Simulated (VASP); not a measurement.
# Na2S (Fm-3m) in VASP: settings compared

The runs below take Na2S through single point, with PBE, LDA, r2SCAN, PBEsol.

All numbers are computed with VASP 6.6.1; they aren't measurements. Logs are shortened: lines on timing, memory, paths and dates and some standing lists are left out, and cuts for length are marked.

## Step 1: The cell of the first run

The structure is cubic, space group Fm-3m (No. 225). The conventional cell has a = 6.511 Å, b = 6.511 Å, c = 6.511 Å, α = 90.00°, β = 90.00°, γ = 90.00°. S (site symmetry m-3m) has 8 Na at 2.82 Å within 3.7 Å. Within 3.7 Å of Na (site symmetry -43m) lie 4 S at 2.82 Å and 6 Na at 3.26 Å.

## Step 2: Single point, PBE

File INCAR:

```
SYSTEM = Na2S
PREC = Accurate
ENCUT = 500
EDIFF = 1E-6
ISMEAR = 0
SIGMA = 0.01
LREAL = .FALSE.
LASPH = .TRUE.
NELM = 120
ALGO = Normal
ISIF = 2
LWAVE = .FALSE.
LCHARG = .FALSE.
GGA = PE
NBANDS = 17
GGA_COMPAT = .FALSE.
```

File KPOINTS:

```
Automatic mesh
0
G
  4 4 4
  0 0 0
```

File POSCAR:

```
Na2S
1.0
    0.0000000000      3.2554324508      3.2554324508
    3.2554324508      0.0000000000      3.2554324508
    3.2554324508      3.2554324508      0.0000000000
S Na
1 2
Direct
    0.0000000000      0.0000000000      0.0000000000
    0.2500000000      0.2500000000      0.2500000000
    0.7500000000      0.7500000000      0.7500000000
```

Potentials or basis: VASP PAW PBE potentials, release 64 (S, Na_pv).

Run with:

```sh
$ cat potpaw_PBE.64/S/POTCAR potpaw_PBE.64/Na_pv/POTCAR > POTCAR
$ mpirun -np 1 vasp_std > vasp.out
```

OUTCAR:

```text
SYSTEM = Na2S
   PREC = Accurate
   ENCUT = 500
   EDIFF = 1E-6
   ISMEAR = 0
   LREAL = .FALSE.
   LASPH = .TRUE.
   NELM = 120
   ISIF = 2
   GGA = PE

 ion  position               nearest neighbor table
   1  0.000  0.000  0.000-
   2  0.250  0.250  0.250-
   3  0.750  0.750  0.750-

  LATTYP: Found a face centered cubic cell.
 ALAT       =     6.5108649016

  Lattice vectors:

 A1 = (   0.0000000000,   3.2554324508,   3.2554324508)
 A2 = (   3.2554324508,   0.0000000000,   3.2554324508)
 A3 = (   3.2554324508,   3.2554324508,   0.0000000000)

Analysis of symmetry for initial positions (statically):
=====================================================================
 Subroutine PRICEL returns:
 Original cell was already a primitive cell.

 Routine SETGRP: Setting up the symmetry group for a
 face centered cubic supercell.

 Subroutine GETGRP returns: Found 48 space group operations
 (whereof 48 operations were pure point group operations)
 out of a pool of 48 trial point group operations.

The static configuration has the point symmetry O_h .

Analysis of symmetry for dynamics (positions and initial velocities):
=====================================================================
 Subroutine PRICEL returns:
 Original cell was already a primitive cell.

 Routine SETGRP: Setting up the symmetry group for a
 face centered cubic supercell.

 Subroutine GETGRP returns: Found 48 space group operations
 (whereof 48 operations were pure point group operations)
 out of a pool of 48 trial point group operations.

The dynamic configuration has the point symmetry O_h .

 Subroutine INISYM returns: Found 48 space group operations
 (whereof 48 operations are pure point group operations),
 and found     1 'primitive' translations

----------------------------------------------------------------------------------------

                                     Primitive cell

  volume of cell :      69.0011

  direct lattice vectors                    reciprocal lattice vectors
     0.000000000  3.255432451  3.255432451    -0.153589426  0.153589426  0.153589426
     3.255432451  0.000000000  3.255432451     0.153589426 -0.153589426  0.153589426
     3.255432451  3.255432451  0.000000000     0.153589426  0.153589426 -0.153589426

  length of vectors
     4.603876723  4.603876723  4.603876723     0.266024689  0.266024689  0.266024689

  position of ions in fractional coordinates (direct lattice)
     0.000000000  0.000000000  0.000000000
     0.250000000  0.250000000  0.250000000
     0.750000000  0.750000000  0.750000000

  ion indices of the primitive-cell ions
   primitive index   ion index
                 1           1
                 2           2
                 3           3

----------------------------------------------------------------------------------------

 KPOINTS: Automatic mesh

Automatic generation of k-mesh.
 Grid dimensions read from file:
 generate k-points for:    4    4    4

 Generating k-lattice:

  Cartesian coordinates                     Fractional coordinates (reciprocal lattice)
    -0.038397356  0.038397356  0.038397356     0.250000000  0.000000000  0.000000000
     0.038397356 -0.038397356  0.038397356     0.000000000  0.250000000  0.000000000
     0.038397356  0.038397356 -0.038397356     0.000000000  0.000000000  0.250000000

  Length of vectors
     0.066506172  0.066506172  0.066506172

  Shift w.r.t. Gamma in fractional coordinates (k-lattice)
     0.000000000  0.000000000  0.000000000

 Subroutine IBZKPT returns following result:
 ===========================================

 Found      8 irreducible k-points:

 Following reciprocal coordinates:
            Coordinates               Weight
  0.000000  0.000000  0.000000      1.000000
  0.250000  0.000000  0.000000      8.000000
  0.500000  0.000000  0.000000      4.000000
  0.250000  0.250000  0.000000      6.000000
  0.500000  0.250000  0.000000     24.000000
 -0.250000  0.250000  0.000000     12.000000
  0.500000  0.500000  0.000000      3.000000
 -0.250000  0.500000  0.250000      6.000000
   k-points           NKPTS =      8   k-points in BZ     NKDIM =      8   number of bands    NBANDS=     17
   number of dos      NEDOS =    301   number of ions     NIONS =      3
   total plane-waves  NPLWV =  46656
   dimension x,y,z NGX =    36 NGY =   36 NGZ =   36
   dimension x,y,z NGXF=    72 NGYF=   72 NGZF=   72
   ions per type =               1   2
   NGX,Y,Z   is equivalent  to a cutoff of  13.00, 13.00, 13.00 a.u.
   NGXF,Y,Z  is equivalent  to a cutoff of  26.00, 26.00, 26.00 a.u.
 SYSTEM =  Na2S
   PREC   = accura    normal or accurate (medium, high low for compatibility)
   ISTART =      0    job   : 0-new  1-cont  2-samecut
   ICHARG =      2    charge: 1-file 2-atom 10-const
   ISPIN  =      1    spin polarized calculation?
   LNONCOLLINEAR =      F non collinear calculations
   LSORBIT =      F    spin-orbit coupling
   LASPH  =      T    aspherical Exc in radial PAW
   ENCUT  =  500.0 eV  36.75 Ry    6.06 a.u.   8.39  8.39  8.39*2*pi/ulx,y,z
   NELM   =    120;   NELMIN=  2; NELMDL= -5     # of ELM steps
   EDIFF  = 0.1E-05   stopping-criterion for ELM
   LREAL  =      F    real-space projection
   EDIFFG = 0.1E-04   stopping-criterion for IOM
   NSW    =      0    number of steps for IOM
   IBRION =     -1    ionic relax: 0-MD 1-quasi-New 2-CG
   NFREE  =      0    steps in history (QN), initial steepest desc. (CG)
   ISIF   =      2    stress and relaxation
   ISYM   =      2    0-nonsym 1-usesym 2-fastsym
   POTIM  = 0.5000    time-step for ionic-motion
   TEBEG  =    0.0;   TEEND  =   0.0 temperature during run
   PSTRESS=    0.0 pullay stress
   NELECT =      20.0000    total number of electrons
   NUPDOWN=      -1.0000    fix difference up-down
   EMIN   =  10.00;   EMAX   =-10.00  energy-range for DOS
   EFERMI =   0.00;   METHOD = LEGACY
   ISMEAR =     0;   SIGMA  =   0.01  broadening in eV -4-tet -1-fermi 0-gaus
   EFERMI_NEDOS =   21; number of points for ismear=-14 and -15
   IALGO  =     38    algorithm
   IMIX   =      4    mixing-type and parameters
     AMIX     =   0.40;   BMIX     =  1.00
     AMIX_MAG =   1.60;   BMIX_MAG =  1.00
  volume/ion in A,a.u.               =      23.00       155.21
  Fermi-wavevector in a.u.,A,eV,Ry     =   1.083427  2.047379 15.970697  1.173813
  Thomas-Fermi vector in A             =   2.219492
   LORBIT       =      0    0 simple, 1 ext, 2 COOP (PROOUT), +10 PAW based schemes
   GGA     = PE    functional components
   LHFCALC =     F    Hartree Fock is set to
   AEXX    =    0.0000 exact exchange contribution
   IVDW    =     0    specifies the selected vdW correction
   LEPSILON=     F    determine dielectric tensor
   LRPA    =     F    only Hartree local field effects (RPA)
 non-spin polarized calculation
 Gauss-broadening in eV      SIGMA  =   0.01
  energy-cutoff  :      500.00
  volume of cell :       69.00
 maximum number of plane-waves:      1807
 NGX is ok and might be reduce to    36
   NGX = 17   NGY = 17   NGZ = 17

 number of electron      19.9999984 magnetization

 Free energy of the ion-electron system (eV)
  ---------------------------------------------------
  ext. energy  EPLUGINS =         0.00000000
  ---------------------------------------------------
  free energy    TOTEN  =        -9.96751026 eV

  energy without entropy =       -9.96751026  energy(sigma->0) =       -9.96751026

 E-fermi :   0.3153     XC(G=0):  -7.8721

 val. band max:        0.2499091928   @ k =   0.0000   0.0000   0.0000
 cond. band min:       2.7822126572   @ k =   0.0000   0.0000   0.0000
 fundamental gap:      2.5323034644
 Fermi energy:         0.3152865997

 k-point     1 :       0.0000    0.0000    0.0000
  band No.  band energies     occupation
      1     -21.9656      2.00000
      2     -21.9656      2.00000
      3     -21.9656      2.00000
      4     -21.9096      2.00000
      5     -21.9096      2.00000
      6     -21.9096      2.00000
[... 9 lines left out ...]
     16       9.6380      0.00000
     17      11.5479      0.00000

 k-point     2 :       0.2500    0.0000    0.0000
  band No.  band energies     occupation
      1     -21.9602      2.00000
      2     -21.9578      2.00000
      3     -21.9578      2.00000
      4     -21.9215      2.00000
      5     -21.9182      2.00000
      6     -21.9182      2.00000
[... 9 lines left out ...]
     16       9.4412      0.00000
     17      10.6468      0.00000

 k-point     3 :       0.5000    0.0000    0.0000
  band No.  band energies     occupation
      1     -21.9469      2.00000
      2     -21.9413      2.00000
      3     -21.9393      2.00000
      4     -21.9393      2.00000
      5     -21.9377      2.00000
      6     -21.9377      2.00000
[... 9 lines left out ...]
     16      11.7143      0.00000
     17      11.7143      0.00000

 k-point     4 :       0.2500    0.2500    0.0000
  band No.  band energies     occupation
      1     -21.9714      2.00000
      2     -21.9714      2.00000
      3     -21.9515      2.00000
      4     -21.9305      2.00000
      5     -21.9058      2.00000
      6     -21.9058      2.00000
[... 9 lines left out ...]
     16      10.4609      0.00000
     17      12.8003      0.00000

 k-point     5 :       0.5000    0.2500    0.0000
  band No.  band energies     occupation
      1     -21.9773      2.00000
      2     -21.9673      2.00000
      3     -21.9656      2.00000
      4     -21.9140      2.00000
      5     -21.9125      2.00000
      6     -21.9077      2.00000
[... 9 lines left out ...]
     16      11.8084      0.00000
     17      12.3683      0.00000

 k-point     6 :      -0.2500    0.2500    0.0000
  band No.  band energies     occupation
      1     -21.9785      2.00000
      2     -21.9478      2.00000
      3     -21.9433      2.00000
      4     -21.9365      2.00000
      5     -21.9337      2.00000
      6     -21.9022      2.00000
[... 9 lines left out ...]
     16      11.2434      0.00000
     17      12.2953      0.00000

 k-point     7 :       0.5000    0.5000    0.0000
  band No.  band energies     occupation
      1     -21.9930      2.00000
      2     -21.9772      2.00000
      3     -21.9772      2.00000
      4     -21.9020      2.00000
      5     -21.9020      2.00000
      6     -21.8952      2.00000
[... 9 lines left out ...]
     16      12.0624      0.00000
     17      12.3145      0.00000

 k-point     8 :      -0.2500    0.5000    0.2500
  band No.  band energies     occupation
      1     -21.9879      2.00000
      2     -21.9824      2.00000
      3     -21.9398      2.00000
      4     -21.9398      2.00000
      5     -21.8990      2.00000
      6     -21.8982      2.00000
[... 9 lines left out ...]
     16      10.9213      0.00000
     17      12.3054      0.00000

------------------------ aborting loop because EDIFF is reached ----------------------------------------

  FORCE on cell =-STRESS in cart. coord.  units (eV):
  Direction    XX          YY          ZZ          XY          YZ          ZX
  --------------------------------------------------------------------------------------
  -------------------------------------------------------------------------------------
  Total        0.3738445      0.3738445      0.3738445     -0.0000000      0.0000000     -0.0000000
  in kB        8.6805157      8.6805157      8.6805157     -0.0000000      0.0000000     -0.0000000
  external PRESSURE =       8.6805157 kB  Pullay stress =       0.0000000 kB

 VOLUME and BASIS-vectors are now :
 -----------------------------------------------------------------------------
  energy-cutoff  :      500.00
  volume of cell :       69.00
      direct lattice vectors                 reciprocal lattice vectors
     0.000000000  3.255432451  3.255432451    -0.153589426  0.153589426  0.153589426
     3.255432451  0.000000000  3.255432451     0.153589426 -0.153589426  0.153589426
     3.255432451  3.255432451  0.000000000     0.153589426  0.153589426 -0.153589426

 POSITION                                       TOTAL-FORCE (eV/Angst)
 -----------------------------------------------------------------------------------
      0.00000      0.00000      0.00000        -0.000000     -0.000000      0.000000
      1.62772      1.62772      1.62772        -0.000000     -0.000000     -0.000000
      4.88315      4.88315      4.88315         0.000000      0.000000      0.000000
 -----------------------------------------------------------------------------------
    total drift:                                0.000000      0.000000      0.000000

  FREE ENERGIE OF THE ION-ELECTRON SYSTEM (eV)
  ---------------------------------------------------
  free  energy   TOTEN  =        -9.9675102587 eV

  energy  without entropy=       -9.9675102587  energy(sigma->0) =       -9.96751026
```

It took 20 s on 1 thread of Intel Xeon 8259CL, shared host; peak memory 0.19 GiB.

What came out:

```
Free energy            : -9.9675 eV
Pressure               : 0.9 GPa
Band gap on the k mesh : 2.53 eV, direct
```

Levels at points of the mesh, in eV from the valence-band top:
| k point | band 7 | band 8 | band 9 | band 10 | band 11 | band 12 | band 13 | band 14 |
| --- | --- | --- | --- | --- | --- | --- | --- | --- |
| (0.00, 0.00, 0.00) | -10.16 | 0.00 | 0.00 | 0.00 | 2.53 | 7.79 | 7.79 | 7.79 |
| (0.50, 0.00, 0.00) | -9.91 | -1.66 | -0.13 | -0.13 | 4.85 | 6.51 | 7.18 | 7.18 |
| (0.50, 0.50, 0.00) | -9.83 | -1.49 | -0.46 | -0.46 | 3.85 | 6.05 | 8.57 | 9.86 |

## Step 3: Single point, LDA

File INCAR:

```
PREC     = Accurate       # precision mode
ENCUT    = 500            # plane-wave cutoff, eV
EDIFF    = 1E-6           # SCF threshold, eV
ISMEAR   = 0              # smearing method
SIGMA    = 0.01           # smearing width, eV
LREAL    = F              # projectors in reciprocal space
LASPH    = T              # aspherical terms in the spheres
NELM     = 120            # most SCF steps
ALGO     = Normal         # electronic algorithm
ISIF     = 2              # what is computed and relaxed
LWAVE    = F              # write WAVECAR
LCHARG   = F              # write CHGCAR
NBANDS   = 17             # bands
GGA_COMPAT= F
```

File KPOINTS:

```
regular mesh
0
Gamma
  6 6 6
```

POSCAR is that of step 2.

Potentials or basis: VASP PAW LDA potentials, release 64 (S, Na_pv).

Run with:

```sh
$ cat potpaw_LDA.64/S/POTCAR potpaw_LDA.64/Na_pv/POTCAR > POTCAR
$ mpirun -np 1 vasp_std > vasp.out
```

It took 28 s on 1 thread of Intel Xeon 8259CL, shared host; peak memory 0.16 GiB.

Results (log left out):

```
Free energy            : -10.8910 eV
Pressure               : -1.7 GPa
Band gap on the k mesh : 2.30 eV, direct
```

Levels at points of the mesh, in eV from the valence-band top:
| k point | band 7 | band 8 | band 9 | band 10 | band 11 | band 12 | band 13 | band 14 |
| --- | --- | --- | --- | --- | --- | --- | --- | --- |
| (0.00, 0.00, 0.00) | -10.12 | 0.00 | 0.00 | 0.00 | 2.30 | 7.58 | 7.58 | 7.58 |
| (0.50, 0.00, 0.00) | -9.85 | -1.73 | -0.14 | -0.14 | 4.60 | 6.33 | 6.99 | 6.99 |
| (0.50, 0.50, 0.00) | -9.77 | -1.55 | -0.48 | -0.48 | 3.65 | 5.82 | 8.34 | 9.60 |

## Step 4: Single point, r2SCAN

POSCAR is that of step 3.

File INCAR.step1:

```
ALGO     = Normal         # electronic algorithm
EDIFF    = 1E-5           # SCF threshold, eV
ENCUT    = 550            # plane-wave cutoff, eV
GGA      = PE             # functional
GGA_COMPAT= F            
ISMEAR   = 0              # smearing method
LASPH    = T              # aspherical terms in the spheres
LCHARG   = F              # write CHGCAR
LREAL    = F              # projectors in reciprocal space
LWAVE    = T              # write WAVECAR
NBANDS   = 17             # bands
NELM     = 120            # most SCF steps
PREC     = Accurate       # precision mode
SIGMA    = 0.01           # smearing width, eV
```

File INCAR.step2:

```
ALGO     = Normal         # electronic algorithm
EDIFF    = 1E-6           # SCF threshold, eV
ENCUT    = 550            # plane-wave cutoff, eV
GGA_COMPAT= F            
ISIF     = 2              # what is computed and relaxed
ISMEAR   = 0              # smearing method
ISTART   = 1            
LASPH    = T              # aspherical terms in the spheres
LCHARG   = T              # write CHGCAR
LELF     = T              # ELF
LMIXTAU  = T            
LREAL    = F              # projectors in reciprocal space
LVHAR    = T            
LWAVE    = F              # write WAVECAR
METAGGA  = R2SCAN         # meta-GGA
NBANDS   = 17             # bands
NELM     = 120            # most SCF steps
PREC     = Accurate       # precision mode
SIGMA    = 0.01           # smearing width, eV
```

File KPOINTS:

```
k-points
0
Gamma
  6 6 6
```

Potentials or basis: VASP PAW PBE potentials, release 64 (S, Na_pv).

Run with:

```sh
$ cat potpaw_PBE.64/S/POTCAR potpaw_PBE.64/Na_pv/POTCAR > POTCAR
$ cp INCAR.step1 INCAR
$ mpirun -np 1 vasp_std > vasp.out
$ cp INCAR.step2 INCAR
$ mpirun -np 1 vasp_std > vasp.out
```

Wall time 2.3 min (1 thread of Intel Xeon 8259CL, shared host); peak memory 0.2 GiB.

Results (log left out):

| Property | Result |
| --- | --- |
| Free energy | -18.9673 eV |
| Pressure | -0.1 GPa |
| Band gap on the k mesh | 3.11 eV, direct |

Levels at points of the mesh, in eV from the valence-band top:
| k point | band 6 | band 7 | band 8 | band 9 | band 10 | band 11 | band 12 | band 13 | band 14 | band 15 |
| --- | --- | --- | --- | --- | --- | --- | --- | --- | --- | --- |
| (0.00, 0.00, 0.00) | -22.97 | -10.58 | 0.00 | 0.00 | 0.00 | 3.11 | 8.47 | 8.47 | 8.47 | 9.86 |
| (0.50, 0.00, 0.00) | -23.00 | -10.32 | -1.63 | -0.12 | -0.12 | 5.57 | 6.98 | 7.69 | 7.69 | 12.08 |
| (0.50, 0.50, 0.00) | -22.96 | -10.24 | -1.44 | -0.45 | -0.45 | 4.20 | 6.77 | 9.43 | 10.61 | 10.61 |

Caveat: the PAW data sets were made with another functional, which shifts forces and pressure a little. r2SCAN opens gaps a little over a GGA but as a rule still falls short of measured ones.

[end of part 1 of 2]
